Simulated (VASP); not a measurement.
Input of a VASP 6.6.1 run:

The input INCAR:

```
  PREC = Accurate
  ENCUT = 520
  EDIFF = 1E-6
  ISMEAR = 0
  SIGMA = 0.05
  LREAL = False
  LASPH = True
  NELM = 80
  ALGO = Normal
  ISIF = 2
  LWAVE = False
  LCHARG = False
  NBANDS = 17
```

The input KPOINTS:

```
regular mesh
0
Gamma
  8 8 8
```

Contents of POSCAR:

```
SnSe
1.0
    0.0000000000      2.9466477701      2.9466477701
    2.8729815758      0.0000000000      2.9466477701
    2.8729815758      2.9466477701      0.0000000000
Sn Se
1 1
Direct
    0.0000000000      0.0000000000      0.0000000000
    0.5000000000      0.5000000000      0.5000000000
```

Potentials or basis: VASP PAW LDA potentials, release 64 (Sn_d, Se).

The run is started by

```bash
$ cat potpaw_LDA.64/Sn_d/POTCAR potpaw_LDA.64/Se/POTCAR > POTCAR
$ mpirun -np 1 vasp_std > vasp.out
```

(1) Estimate the pressure.

(2) Estimate the band gap on the k mesh.

## Answers

(1) 1.9 GPa.

(2) 0.69 eV, indirect (least direct gap 0.85 eV).

Caveat: the cell differs from its parent crystal (strain -0.0250 x Voigt [1, 0, 0, 0, 0, 0]); spin-orbit coupling is left out, which moves the levels of the heavy elements.
